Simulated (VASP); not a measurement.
Set up this calculation in VASP 6.6.1, as the native input.

* Task: single point
* Functional: LDA
* Potentials or basis: VASP PAW LDA potentials, release 64 (Ca_sv, Mg)
* Cutoff: 520 eV
* k mesh: 14 × 14 × 14
* Occupations: gaussian, width 0.15 eV
* Spin: no spin polarisation
* Dipole correction: no
* Further INCAR settings: ALGO = Fast; EDIFF = 1e-06; NBANDS = 13

The structure of CaMg lies in POSCAR:

```
CaMg
1.0
    3.4960666471      0.0000000000      0.0000000000
    0.0000000000      3.4960666471      0.0000000000
    0.0000000000      0.0000000000      4.9497311590
Ca Mg
1 1
Direct
    0.0000000000      0.0000000000      0.0000000000
    0.5000000000      0.5000000000      0.5000000000
```

This cell differs from its parent crystal: volume 30.249 Å^3 an atom, c/a of the conventional cell 1.4158.

The input as run:

INCAR

```
ALGO = Fast ; EDIFF = 1E-6
ENCUT = 520 ; ISIF = 2
ISMEAR = 0 ; LASPH = T
LCHARG = F ; LREAL = F
LWAVE = F ; NBANDS = 13
NELM = 60 ; PREC = Accurate
SIGMA = 0.15
```

KPOINTS

```
k-points
0
Gamma
  14 14 14
```

Potentials or basis: VASP PAW LDA potentials, release 64 (Ca_sv, Mg).

Launch:

```bash
$ cat potpaw_LDA.64/Ca_sv/POTCAR potpaw_LDA.64/Mg/POTCAR > POTCAR
$ mpirun -np 1 vasp_std > vasp.out
```

It gave:

```
Pressure               : -1.4 GPa
Band gap on the k mesh : zero (band 6 reaches 2.91 eV, above the bottom of band 7 at 1.72 eV)
```

Wall time 3.7 min on 1 thread of Intel Xeon 6975P-C, on a shared host, peak memory 0.37 GiB.
